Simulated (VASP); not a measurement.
Write the native input for VASP 6.6.1 that does the following.

```
Task                   : single point
Functional             : PBE
Potentials or basis    : VASP PAW PBE potentials, release 64 (In_d, Ru_pv)
Cutoff                 : 520 eV
k mesh                 : 4 × 4 × 4
Occupations            : gaussian, width 0.1 eV
Spin                   : no spin polarisation
Dipole correction      : no
Further INCAR settings : ALGO = Normal; EDIFF = 1e-06; NBANDS = 41
```

The structure of In4Ru lies in POSCAR:

```
In4Ru
1.0
    0.0000000000      3.8893807100      3.8893807100
    3.8893807100      0.0000000000      3.8893807100
    3.8893807100      3.8893807100      0.0000000000
In Ru
4 1
Direct
    0.1145396000      0.1145396000      0.1145396000
    0.1145396000      0.1145396000      0.6563811900
    0.1145396000      0.6563811900      0.1145396000
    0.6563811900      0.1145396000      0.1145396000
    0.7500000000      0.7500000000      0.7500000000
```

The cell was built from a structure type or drawn by symmetry, and may not be a known phase.

These files were run (other wordings do the same):

INCAR

```
  PREC = Accurate
  ENCUT = 520
  EDIFF = 1E-6
  ISMEAR = 0
  SIGMA = 0.1
  LREAL = False
  LASPH = True
  NELM = 60
  ALGO = Normal
  ISIF = 2
  LWAVE = False
  LCHARG = False
  GGA = PE
  NBANDS = 41
```

KPOINTS

```
regular mesh
0
Gamma
  4 4 4
```

Potentials or basis: VASP PAW PBE potentials, release 64 (In_d, Ru_pv).

Launch:

```bash
$ cat potpaw_PBE.64/In_d/POTCAR potpaw_PBE.64/Ru_pv/POTCAR > POTCAR
$ mpirun -np 1 vasp_std > vasp.out
```

Results of the run:

```json
{"Pressure": "13.2 GPa", "Largest force": "6.796 eV/Å"}
```

Caveat: the cell stands under pressure; forces of over 1 eV/Å act on the atoms, so gaps and moduli don't describe the material at rest.

Run time: 26 s on 1 thread of Intel(R) Xeon(R) 6975P-C (Granite Rapids) (shared host), peak memory 0.25 GiB.
